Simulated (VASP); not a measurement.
A run of VASP 6.6.1:

The input INCAR:

```
SYSTEM = Sn2Ge
ALGO = Fast
EDIFF = 1E-6
ENCUT = 520
GGA = PE
ISIF = 2
ISMEAR = 0
LASPH = .TRUE.
LCHARG = .FALSE.
LREAL = .FALSE.
LWAVE = .FALSE.
NBANDS = 51
NELM = 100
PREC = Accurate
SIGMA = 0.1
```

Contents of KPOINTS:

```
k-points
0
G
  8 8 8
  0 0 0
```

File POSCAR:

```
Sn2Ge
1.0
   -2.8230449396      2.8230449396      4.7603513105
    2.8230449396     -2.8230449396      4.7603513105
    2.8230449396      2.8230449396     -4.7603513105
Sn Ge
4 2
Direct
    0.4363369526      0.9363369526      0.5000000000
    0.0636630474      0.5636630474      0.5000000000
    0.6863369526      0.6863369526      0.0000000000
    0.3136630474      0.3136630474      0.0000000000
    0.0000000000      0.0000000000      0.0000000000
    0.7500000000      0.2500000000      0.5000000000
```

Potentials or basis: VASP PAW PBE potentials, release 64 (Sn_d, Ge_d).

The run is started by

```console
$ cat potpaw_PBE.64/Sn_d/POTCAR potpaw_PBE.64/Ge_d/POTCAR > POTCAR
$ mpirun -np 1 vasp_std > vasp.out
```

Hardware: 1 thread of AMD EPYC 9R45 96-Core Processor (Zen 5), with other jobs on the host.

Task: How long does it take, and how much memory?

Result: Run time: 8.6 min on 1 thread of AMD EPYC 9R45 96-Core Processor (Zen 5), with other jobs on the host, peak memory 0.52 GiB. Counts: scf iterations 20, k points 59.
